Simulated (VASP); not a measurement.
As2Pt: single point with PBE

As2Pt:

```xyz
12
Lattice="5.9339 0.0000 0.0000 0.0000 5.9339 0.0000 0.0000 0.0000 5.9339" Properties=species:S:1:pos:R:3 pbc="T T T"
As    2.2757    2.2757    2.2757
As    0.6912    3.6582    5.2427
As    5.2427    0.6912    3.6582
As    3.6582    5.2427    0.6912
As    3.6582    3.6582    3.6582
As    5.2427    2.2757    0.6912
As    0.6912    5.2427    2.2757
As    2.2757    0.6912    5.2427
Pt    0.0000    0.0000    0.0000
Pt    2.9670    0.0000    2.9670
Pt    2.9670    2.9670    0.0000
Pt    0.0000    2.9670    2.9670
```

```
Program             : VASP 6.6.1
Task                : single point
Functional          : PBE
Potentials or basis : VASP PAW PBE potentials, release 64 (As, Pt)
Cutoff              : 500 eV
k mesh              : 4 × 4 × 4
Occupations         : gaussian, width 0.01 eV
Spin                : no spin polarisation
```

```yaml
Pressure: 10.0 GPa
Largest_force: 0.130 eV/Å
Band_gap_on_the_k_mesh: 0.60 eV (least direct gap 1.10 eV)
```

Forces in eV/Å, atoms in the order of the input:
```
As  -0.075 -0.075 -0.075
As   0.075  0.075 -0.075
As  -0.075  0.075  0.075
As   0.075 -0.075  0.075
As   0.075  0.075  0.075
As  -0.075 -0.075  0.075
As   0.075 -0.075 -0.075
As  -0.075  0.075 -0.075
Pt   0.000  0.000  0.000
Pt   0.000  0.000  0.000
Pt   0.000  0.000  0.000
Pt   0.000  0.000  0.000
```

Levels at points of the mesh, in eV from the valence-band top:
| k point | band 36 | band 37 | band 38 | band 39 | band 40 | band 41 | band 42 | band 43 | band 44 | band 45 |
| --- | --- | --- | --- | --- | --- | --- | --- | --- | --- | --- |
| (0.00, 0.00, 0.00) | -2.31 | -2.31 | -0.81 | -0.81 | -0.81 | 0.96 | 0.96 | 0.96 | 1.83 | 4.36 |
| (0.50, 0.00, 0.00) | -1.77 | -1.05 | -1.05 | -0.65 | -0.65 | 1.76 | 1.76 | 1.93 | 1.93 | 3.01 |
| (0.50, 0.50, 0.00) | -1.86 | -0.37 | -0.37 | -0.37 | -0.37 | 2.27 | 2.27 | 2.27 | 2.27 | 2.48 |
| (0.50, 0.50, 0.50) | -0.91 | -0.54 | -0.54 | -0.54 | -0.54 | 0.60 | 0.60 | 0.60 | 0.60 | 3.21 |

Wall time 3.5 min on 1 thread of Oxide Virtual Turin-like Processor, with other jobs on the host, peak memory 0.32 GiB.

Caveat: the cell stands under pressure; spin-orbit coupling is left out, which moves the levels of the heavy elements. A k mesh can miss the band edges.
